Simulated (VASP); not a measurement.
Here is a VASP 6.6.1 calculation.

The input INCAR:

```
SYSTEM = Al2Cu
ALGO = Fast
EDIFF = 1E-7
ENCUT = 520
GGA = PS
ISIF = 2
ISMEAR = 0
LASPH = .True.
LCHARG = .False.
LREAL = .False.
LWAVE = .False.
NBANDS = 16
NELM = 80
PREC = Accurate
SIGMA = 0.15
```

File KPOINTS:

```
k-points
0
Gamma
  14 14 14
  0 0 0
```

POSCAR

```
Al2Cu
1.0
   -2.0246107077      2.0246107077      2.8631594530
    2.0246107077     -2.0246107077      2.8631594530
    2.0246107077      2.0246107077     -2.8631594530
Al Cu
2 1
Direct
    0.7452850484      0.2452850484      0.4905700968
    0.2452850484      0.7452850484      0.4905700968
    0.5040039231      0.5040039231      0.0080078462
```

Potentials or basis: VASP PAW PBE potentials, release 64 (Al, Cu).

Launch:

```console
$ cat potpaw_PBE.64/Al/POTCAR potpaw_PBE.64/Cu/POTCAR > POTCAR
$ mpirun -np 1 vasp_std > vasp.out
```

Problem. Estimate the largest force.

Solution. 0.378 eV/Å.

Problem. Estimate the band gap on the k mesh.

Solution. Zero (an odd number of electrons rules out a gap without spin polarisation).

Forces on the atoms (eV/Å):
```
Al   0.134  0.134  0.000
Al   0.134  0.134  0.000
Cu  -0.267 -0.267  0.000
```

Caveat: the cell differs from its parent crystal (atoms displaced along a vibrational mode); the PAW data sets were made with another functional, which shifts forces and pressure a little.
